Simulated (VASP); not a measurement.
A run of VASP 6.6.1 is set up as follows.

The input INCAR:

```
PREC = Accurate ; ENCUT = 520
EDIFF = 1E-6 ; ISMEAR = 0
SIGMA = 0.05 ; LREAL = Auto
LASPH = True ; NELM = 100
ALGO = Normal ; ISIF = 2
LWAVE = False ; LCHARG = True
GGA = PE ; LELF = True
LVHAR = True ; NELECT = 64.0
NBANDS = 46
```

KPOINTS

```
regular mesh
0
Gamma
  3 3 3
```

File POSCAR:

```
HC16
1.0
    0.0000000000      3.5700000000      3.5700000000
    3.5700000000      0.0000000000      3.5700000000
    3.5700000000      3.5700000000      0.0000000000
C H
16 1
Direct
    0.0341348739     -0.0225892157     -0.0042567227
    0.1203442577      0.1189697479      0.1317011204
    0.0030267507     -0.0127292717      0.5042556022
    0.1379764706      0.1133336134      0.6208655462
    0.0008904762      0.4919260504      0.0026630252
    0.1326694678      0.6090820728      0.1299389356
    0.0061539216      0.4874553221      0.5039847339
    0.1286960784      0.6134243697      0.6286613445
    0.4892854342     -0.0113943978      0.0049341737
    0.5986071429      0.1259785714      0.1413651261
    0.5083848739     -0.0166983193      0.5043380952
    0.6265399160      0.1149110644      0.6275161064
    0.5041436975      0.4899336134      0.0023585434
    0.6256131653      0.6135955182      0.1309501401
    0.5026441176      0.4881749300      0.5040948179
    0.6318334734      0.6093329132      0.6273813725
    0.8101868347      1.0072829132     -0.0531039216
```

Potentials or basis: VASP PAW PBE potentials, release 64 (C, H).

Command:

```console
$ cat potpaw_PBE.64/C/POTCAR potpaw_PBE.64/H/POTCAR > POTCAR
$ mpirun -np 1 vasp_std > vasp.out
```

**Question.** What does it give for the largest force?

**Answer.** 0.060 eV/Å.

Forces in eV/Å, atoms in the order of the input:
```
C    0.008  0.013  0.002
C   -0.005 -0.009 -0.010
C   -0.009  0.006 -0.010
C   -0.001  0.003 -0.007
C   -0.003 -0.020  0.001
C    0.006 -0.006 -0.014
C    0.018  0.002  0.000
C   -0.001  0.000 -0.009
C   -0.013  0.000 -0.006
C    0.002  0.013 -0.007
C   -0.005  0.017 -0.004
C   -0.012  0.005 -0.013
C    0.005 -0.003  0.018
C   -0.012 -0.004  0.003
C    0.007 -0.005 -0.004
C    0.007  0.007  0.004
H    0.011 -0.020  0.056
```

Caveat: the k points lie up to 0.51 Å⁻¹ apart; the cell carries a net charge on a neutralising background, which shifts energy and pressure.
